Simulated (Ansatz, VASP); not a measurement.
One calculation of Al2O3, two programs

File INCAR:

```
ALGO = Normal
EDIFF = 1E-7
ENCUT = 520
GGA = PS
ISIF = 2
ISMEAR = -1
LASPH = True
LCHARG = True
LELF = True
LREAL = False
LVHAR = True
LWAVE = False
NBANDS = 20
NELM = 100
PREC = Accurate
SIGMA = 0.05
```

KPOINTS

```
k-points
0
Gamma
  11 11 3
```

The input POSCAR:

```
Al2O3
1.0
    2.9222809450      0.0000000000      0.0000000000
   -1.4611404726      2.5307695354      0.0000000000
    0.0000000000      0.0000000000      9.4596205823
Al O
2 3
Direct
    0.0000000000      0.0000000000      0.8500076700
    0.0000000000      0.0000000000      0.1499923300
    0.3333333333      0.6666666667      0.7776830800
    0.6666666667      0.3333333333      0.0000000000
    0.3333333333      0.6666666667      0.2223169200
```

The input input.yaml:

```yaml
crystal:
  lattice:
    - [2.922280945, 0.0, 0.0]
    - [-1.4611404726, 2.5307695354, 0.0]
    - [0.0, 0.0, 9.4596205823]
  atoms:
    - { symbol: Al, position: [0.0, 0.0, 0.85000767] }
    - { symbol: Al, position: [0.0, 0.0, 0.14999233] }
    - { symbol: O, position: [0.3333333333, 0.6666666667, 0.77768308] }
    - { symbol: O, position: [0.6666666667, 0.3333333333, 0.0] }
    - { symbol: O, position: [0.3333333333, 0.6666666667, 0.22231692] }
kpoints:
  mp_grid: { grid: [11, 11, 3] }
scf:
  occupations: { method: fermi_dirac, width: 0.05 }
hamiltonian:
  xc: pbesol
  pseudopotentials: { kind: all_electron, lapw: { basis_error: 0.001 } }
output:
  forces: true
  stress: true
  eigenvalues: true
```

Change from the starting cell: volume scaled by 1.04.

Alike in both runs: task single point; functional PBEsol; k mesh 11 × 11 × 3; occupations fermi-dirac, width 0.05 eV; no spin polarisation.

|  | VASP | Ansatz |
| --- | --- | --- |
| version | VASP 6.6.1 | Ansatz 0.2.0 |
| potentials or method | VASP PAW PBE potentials, release 64 (Al, O), cutoff 520 eV | all-electron LAPW, scalar-relativistic |

Ansatz gave:

```
gap on the k mesh at the Fermi level (eV)                     : 4.44
least direct gap on the mesh (eV)                             : 4.66
pressure (GPa)                                                : -7.8
traceless stress, the component that is largest in VASP (GPa) : 2.52
rms of the force components (eV/Å)                            : 0.195
```

**Question.** Estimate VASP's values.

**Answer.** gap on the k mesh at the Fermi level (eV): 4.40; least direct gap on the mesh (eV): 4.63; pressure (GPa): -7.7; traceless stress, the component that is largest in VASP (GPa): 2.29; rms of the force components (eV/Å): 0.207.

VASP's potentials were made for PBE, not for PBEsol. Atom by atom the forces differ by 0.023 eV/Å (rms over components). Ansatz ran all-electron here, and VASP with PAW potentials.
